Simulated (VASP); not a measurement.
Input of a VASP 6.6.1 run:

File INCAR:

```
SYSTEM = TiO2
  ALGO = Normal
  EDIFF = 1E-7
  ENCUT = 520
  GGA = PS
  ISIF = 2
  ISMEAR = -1
  LASPH = .True.
  LCHARG = .False.
  LREAL = .False.
  LWAVE = .False.
  NBANDS = 60
  NELM = 100
  PREC = Accurate
  SIGMA = 0.02
```

The input KPOINTS:

```
k-points
0
Gamma
  6 6 4
  0 0 0
```

Contents of POSCAR:

```
TiO2
1.0
    6.0798008603     -1.8650703470     -0.0002547749
    6.0798008603      1.8650703470     -0.0002547749
   -1.9054748062      0.0000000000      6.2487351525
Ti O
4 8
Direct
    0.8049362907      0.8049362907      0.7163393823
    0.1009354975      0.1009354975      0.7085311530
    0.1950637093      0.1950637093      0.2836606177
    0.8990645025      0.8990645025      0.2914688470
    0.0582851038      0.0582851038      0.3699245989
    0.6382429950      0.6382429950      0.7051238965
    0.1337141350      0.1337141350      0.0034534206
    0.9417148962      0.9417148962      0.6300754011
    0.7361957627      0.7361957627      0.3481794391
    0.8662858650      0.8662858650      0.9965465794
    0.2638042373      0.2638042373      0.6518205609
    0.3617570050      0.3617570050      0.2948761035
```

Potentials or basis: VASP PAW PBE potentials, release 64 (Ti_sv, O).

Command:

```console
$ cat potpaw_PBE.64/Ti_sv/POTCAR potpaw_PBE.64/O/POTCAR > POTCAR
$ mpirun -np 1 vasp_std > vasp.out
```

Problem. Estimate the band gap on the k mesh.

Solution. 2.80 eV (least direct gap 2.99 eV).

Problem. Estimate the pressure.

Solution. 0.7 GPa.

Stress tensor (GPa, compression positive):
```
0.63 0.00 0.04
0.00 0.57 0.00
0.04 0.00 0.77
```

Caveat: the PAW data sets were made with another functional, which shifts forces and pressure a little. A k mesh can miss the band edges.
